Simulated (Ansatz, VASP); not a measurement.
Zr2Pd2Se: VASP beside Ansatz

File INCAR:

```
  ALGO = Normal
  EDIFF = 1E-6
  EDIFFG = -0.04
  ENCUT = 600
  GGA = PE
  IBRION = 2
  ISIF = 3
  ISMEAR = 0
  LASPH = True
  LCHARG = False
  LREAL = False
  LWAVE = False
  NELM = 100
  NSW = 90
  PREC = Accurate
  SIGMA = 0.1
```

KPOINTS

```
k-points
0
Gamma
  6 6 2
```

POSCAR

```
Zr2Pd2Se
1.0
    3.9492658400      0.0000000000      0.0000000000
   -1.9746329200      3.4201645400      0.0000000000
    0.0000000000      0.0000000000      7.5440796500
Zr Pd Se
2 2 1
Direct
    0.0000000000      0.0000000000      0.3435468800
    0.0000000000      0.0000000000      0.6564531200
    0.3333333300      0.6666666700      0.5000000000
    0.6666666700      0.3333333300      0.5000000000
    0.0000000000      0.0000000000      0.0000000000
```

Input for Ansatz:

```yaml
crystal:
  lattice:
    - [3.94926584, 0.0, 0.0]
    - [-1.97463292, 3.42016454, 0.0]
    - [0.0, 0.0, 7.54407965]
  atoms:
    - { symbol: Zr, position: [0.0, 0.0, 0.34354688] }
    - { symbol: Zr, position: [0.0, 0.0, 0.65645312] }
    - { symbol: Pd, position: [0.33333333, 0.66666667, 0.5] }
    - { symbol: Pd, position: [0.66666667, 0.33333333, 0.5] }
    - { symbol: Se, position: [0.0, 0.0, 0.0] }
basis:
  ecutwfc: 420
kpoints:
  mp_grid: { grid: [6, 6, 2] }
hamiltonian:
  xc: pbe
scf:
  occupations: { method: gaussian, width: 0.1 }
  lower_state_search: "off"
output:
  forces: true
  stress: true
  eigenvalues: true
relax:
  adjacent_minimum: "off"
  f_tol: 0.04
  max_steps: 70
  cell: { stress_tol: 0.4 }
```

Alike in both runs: task relaxation of cell and atoms; functional PBE; k mesh 6 × 6 × 2; occupations gaussian, width 0.1 eV; no spin polarisation.

```csv
,VASP,Ansatz
version,VASP 6.6.1,Ansatz 0.2.0
potentials or method,"VASP PAW PBE potentials, release 64 (Zr_sv, Pd, Se), cutoff 600 eV","scalar-relativistic, plane waves, PAW"
valence electrons in the cell,50,76
```

```tsv
	VASP	Ansatz	Ansatz less VASP
gap on the k mesh at the Fermi level, each at its own relaxed structure (eV)	none	none	-
relaxed volume (Å³/atom)	27.31	27.39	+0.073
relaxed cell length with the largest relative difference (Å)	4.485	4.492	+0.0078
```

A gap of «none» marks a metal or a gap that the smearing closes. VASP's potentials hold 50 valence electrons a cell and Ansatz's 76, so a difference there can come from the potentials and not from the codes.

The k mesh is coarse, so the values compare programs but aren't converged. Noted on VASP's run: the volume moved by over 15 % at a fixed basis, so the end points are rough.
